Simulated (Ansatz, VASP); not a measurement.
**HgTe in VASP and in Ansatz**

```
Hg Te
1.0
     0.00000    3.28550    3.28550
     3.28550    0.00000    3.28550
     3.28550    3.28550    0.00000
Hg Te
1 1
Direct
  0.00000 0.00000 0.00000
  0.25000 0.25000 0.25000
```

Alike in both runs: functional r2SCAN; k mesh 12 × 12 × 12; occupations gaussian, width 0.1 eV; no spin polarisation.

Ansatz relaxed the structure, and its values are those at the end. VASP's run is a single point on that final structure, the one shown.

|  | VASP | Ansatz |
| --- | --- | --- |
| version | VASP 6.6.1 | Ansatz 0.2.0 |
| potentials or method | VASP PAW PBE potentials, release 64 (Hg, Te), cutoff 520 eV | scalar-relativistic, plane waves, PAW |
| valence electrons in the cell | 18 | 36 |

```tsv
	VASP	Ansatz	Ansatz less VASP
gap on the k mesh at the Fermi level (eV)	none	none	-
pressure (GPa)	0.1	0.0	-0.06
```

VASP's potentials were made for PBE, not for r2SCAN. A gap of «none» marks a metal or a gap that the smearing closes. VASP's potentials hold 18 valence electrons a cell and Ansatz's 36, so a difference there can come from the potentials and not from the codes.

Neither program's run includes spin-orbit coupling.
